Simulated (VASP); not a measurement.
# MgO (P1) in VASP: further runs

MgO is run at these levels: PBE; tasks: single point.

Everything below comes from runs of VASP 6.6.1. Logs are shortened: lines on timing, memory, paths and dates and some standing lists are left out, and cuts for length are marked.

## Step 1: The cell of the first run

The typed cell holds 16 atoms: a = 5.955 Å, b = 5.955 Å, c = 5.955 Å, α = 60.00°, β = 60.00°, γ = 60.00°.

## Step 2: Single point, PBE

INCAR reads:

```
SYSTEM = MgO
  ALGO = Normal
  EDIFF = 1E-6
  ENCUT = 600
  GGA = PE
  GGA_COMPAT = .FALSE.
  ISIF = 2
  ISMEAR = 0
  LASPH = .TRUE.
  LCHARG = .FALSE.
  LREAL = .FALSE.
  LWAVE = .FALSE.
  NBANDS = 46
  NELM = 120
  PREC = Accurate
  SIGMA = 0.01
```

KPOINTS reads:

```
k-points
0
G
  1 1 1
  0 0 0
```

POSCAR reads:

```
MgO
1.0
    0.0000000000      4.2110000000      4.2110000000
    4.2110000000      0.0000000000      4.2110000000
    4.2110000000      4.2110000000      0.0000000000
Mg O
8 8
Direct
    0.0027472400      0.0111286500      0.0090798609
   -0.0163437496     -0.0003259437      0.4955764780
    0.0260289345      0.4915720266     -0.0022816061
   -0.0127118052      0.5107561429      0.5092661144
    0.4708978818      0.0077760860      0.0062860575
    0.5064723111     -0.0104767625      0.4939933228
    0.4823524755      0.4957627316      0.0132705659
    0.5013503383      0.5039578881      0.4816074613
    0.2556341701      0.2539578881      0.2360775467
    0.2409201391      0.2371950680      0.7774258362
    0.2534922542      0.7451108441      0.2583348466
    0.2549822826      0.7669025102      0.7346806450
    0.7371950680      0.2602905090      0.2547029023
    0.7531197471      0.2574035789      0.7406407588
    0.7444589567      0.7493015492      0.2377538287
    0.7377538287      0.7580554663      0.7437139425
```

Potentials or basis: VASP PAW PBE potentials, release 64 (Mg, O).

Run with:

```sh
cat potpaw_PBE.64/Mg/POTCAR potpaw_PBE.64/O/POTCAR > POTCAR
mpirun -np 1 vasp_gam > vasp.out
```

OUTCAR:

```text
SYSTEM = MgO
   EDIFF = 1E-6
   ENCUT = 600
   GGA = PE
   ISIF = 2
   ISMEAR = 0
   LASPH = .TRUE.
   LREAL = .FALSE.
   NELM = 120
   PREC = Accurate

 ion  position               nearest neighbor table
   1  0.003  0.011  0.009-  10 1.96  13 2.09  11 2.11  14 2.18  12 2.19  15 2.20   5 2.77   2 2.81
                             3 2.90   6 2.93   7 2.97   4 2.98   4 2.98   7 3.00   6 3.04   3 3.06
   2  0.984  1.000  0.496-  16 2.05  13 2.05  11 2.08  14 2.12  12 2.16   9 2.22   1 2.81   4 2.86
                             6 2.88   5 2.91   8 2.94   3 2.96   3 3.02   8 3.02   5 3.05   6 3.08
   3  0.026  0.492  0.998-   9 1.97  10 2.01  15 2.11  12 2.13  13 2.20  16 2.29   5 2.77   7 2.78
                             1 2.90   2 2.96   8 2.96   4 2.97   4 2.99   8 3.01   2 3.02   1 3.06
   4  0.987  0.511  0.509-  16 2.03  14 2.06  11 2.11  15 2.17  10 2.20   9 2.23   6 2.86   2 2.86
                             7 2.95   8 2.96   3 2.97   1 2.98   1 2.98   3 2.99   8 3.00   7 3.01
   5  0.471  0.008  0.006-  10 1.93   9 2.01  11 2.03  15 2.13  16 2.16  14 2.24   1 2.77   3 2.77
                             2 2.91   8 2.92   6 2.96   7 2.96   7 3.00   6 3.00   8 3.04   2 3.05
   6  0.506  0.990  0.494-  12 2.00  16 2.03  15 2.09  13 2.12   9 2.14  10 2.24   4 2.86   2 2.88
                             1 2.93   7 2.94   8 2.94   5 2.96   5 3.00   8 3.01   7 3.02   1 3.04
   7  0.482  0.496  0.013-   9 1.97  11 2.08  13 2.09  12 2.14  14 2.16  16 2.18   3 2.78   8 2.87
                             6 2.94   4 2.95   5 2.96   1 2.97   5 3.00   1 3.00   4 3.01   6 3.02
   8  0.501  0.504  0.482-  13 1.98  11 1.99  15 2.06  14 2.15  12 2.17  10 2.23   7 2.87   5 2.92
                             2 2.94   6 2.94   3 2.96   4 2.96   4 3.00   3 3.01   6 3.01   2 3.02
   9  0.256  0.254  0.236-   3 1.97   7 1.97   5 2.01   6 2.14   2 2.22   4 2.23
  10  0.241  0.237  0.777-   5 1.93   1 1.96   3 2.01   4 2.20   8 2.23   6 2.24
  11  0.253  0.745  0.258-   8 1.99   5 2.03   2 2.08   7 2.08   1 2.11   4 2.11
  12  0.255  0.767  0.735-   6 2.00   3 2.13   7 2.14   2 2.16   8 2.17   1 2.19
  13  0.737  0.260  0.255-   8 1.98   2 2.05   1 2.09   7 2.09   6 2.12   3 2.20
  14  0.753  0.257  0.741-   4 2.06   2 2.12   8 2.15   7 2.16   1 2.18   5 2.24
  15  0.744  0.749  0.238-   8 2.06   6 2.09   3 2.11   5 2.13   4 2.17   1 2.20
  16  0.738  0.758  0.744-   6 2.03   4 2.03   2 2.05   5 2.16   7 2.18   3 2.29

  LATTYP: Found a face centered cubic cell.
 ALAT       =     8.4220000000

  Lattice vectors:

 A1 = (   0.0000000000,   4.2110000000,   4.2110000000)
 A2 = (   4.2110000000,   0.0000000000,   4.2110000000)
 A3 = (   4.2110000000,   4.2110000000,   0.0000000000)

Analysis of symmetry for initial positions (statically):
=====================================================================
 Subroutine PRICEL returns:
 Original cell was already a primitive cell.

 Routine SETGRP: Setting up the symmetry group for a
 face centered cubic supercell.

 Subroutine GETGRP returns: Found  1 space group operations
 (whereof  1 operations were pure point group operations)
 out of a pool of 48 trial point group operations.

The static configuration has the point symmetry C_1 .

Analysis of symmetry for dynamics (positions and initial velocities):
=====================================================================
 Subroutine PRICEL returns:
 Original cell was already a primitive cell.

 Routine SETGRP: Setting up the symmetry group for a
 face centered cubic supercell.

 Subroutine GETGRP returns: Found  1 space group operations
 (whereof  1 operations were pure point group operations)
 out of a pool of 48 trial point group operations.

The dynamic configuration has the point symmetry C_1 .

 Subroutine INISYM returns: Found  1 space group operations
 (whereof  1 operations are pure point group operations),
 and found     1 'primitive' translations

----------------------------------------------------------------------------------------

                                     Primitive cell

  volume of cell :     149.3433

  direct lattice vectors                    reciprocal lattice vectors
     0.000000000  4.211000000  4.211000000    -0.118736642  0.118736642  0.118736642
     4.211000000  0.000000000  4.211000000     0.118736642 -0.118736642  0.118736642
     4.211000000  4.211000000  0.000000000     0.118736642  0.118736642 -0.118736642

  length of vectors
     5.955253311  5.955253311  5.955253311     0.205657897  0.205657897  0.205657897

  position of ions in fractional coordinates (direct lattice)
     0.002747240  0.011128650  0.009079861
     0.983656250  0.999674056  0.495576478
     0.026028934  0.491572027  0.997718394
     0.987288195  0.510756143  0.509266114
     0.470897882  0.007776086  0.006286057
     0.506472311  0.989523238  0.493993323
[... 8 lines left out ...]
     0.744458957  0.749301549  0.237753829
     0.737753829  0.758055466  0.743713943

  ion indices of the primitive-cell ions
   primitive index   ion index
                 1           1
                 2           2
                 3           3
                 4           4
                 5           5
                 6           6
[... 8 lines left out ...]
                15          15
                16          16

----------------------------------------------------------------------------------------

 KPOINTS: k-points

Automatic generation of k-mesh.
 Grid dimensions read from file:
 generate k-points for:    1    1    1

 Generating k-lattice:

  Cartesian coordinates                     Fractional coordinates (reciprocal lattice)
    -0.118736642  0.118736642  0.118736642     1.000000000  0.000000000  0.000000000
     0.118736642 -0.118736642  0.118736642     0.000000000  1.000000000  0.000000000
     0.118736642  0.118736642 -0.118736642     0.000000000  0.000000000  1.000000000

  Length of vectors
     0.205657897  0.205657897  0.205657897

  Shift w.r.t. Gamma in fractional coordinates (k-lattice)
     0.000000000  0.000000000  0.000000000

 Subroutine IBZKPT returns following result:
 ===========================================

 Found      1 irreducible k-points:

 Following reciprocal coordinates:
            Coordinates               Weight
  0.000000  0.000000  0.000000      1.000000
   k-points           NKPTS =      1   k-points in BZ     NKDIM =      1   number of bands    NBANDS=     46
   number of dos      NEDOS =    301   number of ions     NIONS =     16
   total plane-waves  NPLWV = 110592
   dimension x,y,z NGX =    48 NGY =   48 NGZ =   48
   dimension x,y,z NGXF=    96 NGYF=   96 NGZF=   96
   ions per type =               8   8
   NGX,Y,Z   is equivalent  to a cutoff of  13.40, 13.40, 13.40 a.u.
   NGXF,Y,Z  is equivalent  to a cutoff of  26.80, 26.80, 26.80 a.u.
 SYSTEM =  MgO
   PREC   = accura    normal or accurate (medium, high low for compatibility)
   ISTART =      0    job   : 0-new  1-cont  2-samecut
   ICHARG =      2    charge: 1-file 2-atom 10-const
   ISPIN  =      1    spin polarized calculation?
   LNONCOLLINEAR =      F non collinear calculations
   LSORBIT =      F    spin-orbit coupling
   LASPH  =      T    aspherical Exc in radial PAW
   ENCUT  =  600.0 eV  44.10 Ry    6.64 a.u.  11.89 11.89 11.89*2*pi/ulx,y,z
   NELM   =    120;   NELMIN=  2; NELMDL= -5     # of ELM steps
   EDIFF  = 0.1E-05   stopping-criterion for ELM
   LREAL  =      F    real-space projection
   EDIFFG = 0.1E-04   stopping-criterion for IOM
   NSW    =      0    number of steps for IOM
   IBRION =     -1    ionic relax: 0-MD 1-quasi-New 2-CG
   NFREE  =      0    steps in history (QN), initial steepest desc. (CG)
   ISIF   =      2    stress and relaxation
   ISYM   =      2    0-nonsym 1-usesym 2-fastsym
   POTIM  = 0.5000    time-step for ionic-motion
   TEBEG  =    0.0;   TEEND  =   0.0 temperature during run
   PSTRESS=    0.0 pullay stress
   NELECT =      64.0000    total number of electrons
   NUPDOWN=      -1.0000    fix difference up-down
   EMIN   =  10.00;   EMAX   =-10.00  energy-range for DOS
   EFERMI =   0.00;   METHOD = LEGACY
   ISMEAR =     0;   SIGMA  =   0.01  broadening in eV -4-tet -1-fermi 0-gaus
   EFERMI_NEDOS =   21; number of points for ismear=-14 and -15
   IALGO  =     38    algorithm
   IMIX   =      4    mixing-type and parameters
     AMIX     =   0.40;   BMIX     =  1.00
     AMIX_MAG =   1.60;   BMIX_MAG =  1.00
  volume/ion in A,a.u.               =       9.33        62.99
  Fermi-wavevector in a.u.,A,eV,Ry     =   1.234259  2.332411 20.727046  1.523395
  Thomas-Fermi vector in A             =   2.368956
   LORBIT       =      0    0 simple, 1 ext, 2 COOP (PROOUT), +10 PAW based schemes
   GGA     = PE    functional components
   LHFCALC =     F    Hartree Fock is set to
   AEXX    =    0.0000 exact exchange contribution
   IVDW    =     0    specifies the selected vdW correction
   LEPSILON=     F    determine dielectric tensor
   LRPA    =     F    only Hartree local field effects (RPA)
 non-spin polarized calculation
 Gauss-broadening in eV      SIGMA  =   0.01
  energy-cutoff  :      600.00
  volume of cell :      149.34
 maximum number of plane-waves:      2479
 NGX is ok and might be reduce to    48
   NGX = 23   NGY = 23   NGZ = 23

 number of electron      63.9999995 magnetization

 Free energy of the ion-electron system (eV)
  ---------------------------------------------------
  ext. energy  EPLUGINS =         0.00000000
  ---------------------------------------------------
  free energy    TOTEN  =       -87.43950382 eV

  energy without entropy =      -87.43950382  energy(sigma->0) =      -87.43950382

 E-fermi :   4.0024     XC(G=0): -10.9674

 val. band max:        3.9296663608   @ k =   0.0000   0.0000   0.0000
 cond. band min:       8.0778306270   @ k =   0.0000   0.0000   0.0000
 fundamental gap:      4.1481642662
 Fermi energy:         4.0023861142

 k-point     1 :       0.0000    0.0000    0.0000
  band No.  band energies     occupation
      1     -13.8050      2.00000
      2     -12.7802      2.00000
      3     -12.5325      2.00000
      4     -12.5117      2.00000
      5     -12.2714      2.00000
      6     -11.9157      2.00000
[... 36 lines left out ...]
     43      13.2026      0.00000
     44      15.8471      0.00000
 [bands above 44 left out]

------------------------ aborting loop because EDIFF is reached ----------------------------------------

  FORCE on cell =-STRESS in cart. coord.  units (eV):
  Direction    XX          YY          ZZ          XY          YZ          ZX
  --------------------------------------------------------------------------------------
  -------------------------------------------------------------------------------------
  Total        9.6315160     10.8896380     10.4525230     -0.0107813      0.3010248      0.2487386
  in kB      103.3283539    116.8256765    112.1362414     -0.1156631      3.2294390      2.6685054
  external PRESSURE =     110.7634239 kB  Pullay stress =       0.0000000 kB

 VOLUME and BASIS-vectors are now :
 -----------------------------------------------------------------------------
  energy-cutoff  :      600.00
  volume of cell :      149.34
      direct lattice vectors                 reciprocal lattice vectors
     0.000000000  4.211000000  4.211000000    -0.118736642  0.118736642  0.118736642
     4.211000000  0.000000000  4.211000000     0.118736642 -0.118736642  0.118736642
     4.211000000  4.211000000  0.000000000     0.118736642  0.118736642 -0.118736642

 POSITION                                       TOTAL-FORCE (eV/Angst)
 -----------------------------------------------------------------------------------
      0.08510      0.04980      0.05843        -1.078915     -1.534332     -1.009978
      6.29650      6.22905      8.35180         1.342502      1.164905      0.330838
      6.27140      4.31100      2.17962         1.140206     -1.520595     -0.160513
      4.29531      6.30199      6.30826        -0.530623     -0.045948     -0.888483
      0.05922      2.00942      2.01570        -1.132619      1.608041      1.316548
      6.24709      4.21296      6.29964         0.361441     -0.331681     -0.351294
[... 8 lines left out ...]
      4.15649      4.13610      6.29023         0.190266      0.562551      0.651006
      6.32395      6.23846      6.29885        -0.334526      0.160682      0.305821
 -----------------------------------------------------------------------------------
    total drift:                                0.000218     -0.000555      0.000329

  FREE ENERGIE OF THE ION-ELECTRON SYSTEM (eV)
  ---------------------------------------------------
  free  energy   TOTEN  =       -87.4395038153 eV

  energy  without entropy=      -87.4395038153  energy(sigma->0) =      -87.43950382
```

It took 49 s on 1 thread of Intel Xeon 8259CL, shared host; peak memory 0.3 GiB.

What came out:

- Free energy: -87.4395 eV
- Pressure: 11.1 GPa
- Largest force: 2.367 eV/Å
- Band gap on the k mesh: 4.15 eV

Forces in eV/Å, atoms in the order of the input:
```
Mg  -1.079 -1.534 -1.010
Mg   1.343  1.165  0.331
Mg   1.140 -1.521 -0.161
Mg  -0.531 -0.046 -0.888
Mg  -1.133  1.608  1.317
Mg   0.361 -0.332 -0.351
Mg  -0.831 -0.096  1.374
Mg   0.785  1.172  0.254
O    0.512  0.266 -0.210
O    0.031 -0.963  0.725
O    0.202 -0.768 -0.886
O   -0.037  0.149 -0.949
O   -0.760  0.186 -0.381
O    0.140 -0.008 -0.121
O    0.190  0.563  0.651
O   -0.335  0.161  0.306
```

Stress tensor (GPa, compression positive):
```
10.33 -0.01  0.27
-0.01 11.68  0.32
 0.27  0.32 11.21
```

Levels at points of the mesh, in eV from the valence-band top:
```tsv
k point	band 30	band 31	band 32	band 33	band 34	band 35
(0.00, 0.00, 0.00)	-0.13	-0.10	0.00	4.15	7.10	7.19
```

Caveat: the k points lie up to 1.29 Å⁻¹ apart; forces of over 1 eV/Å act on the atoms, so gaps and moduli don't describe the material at rest.

(Continued in part 2 of 2.)
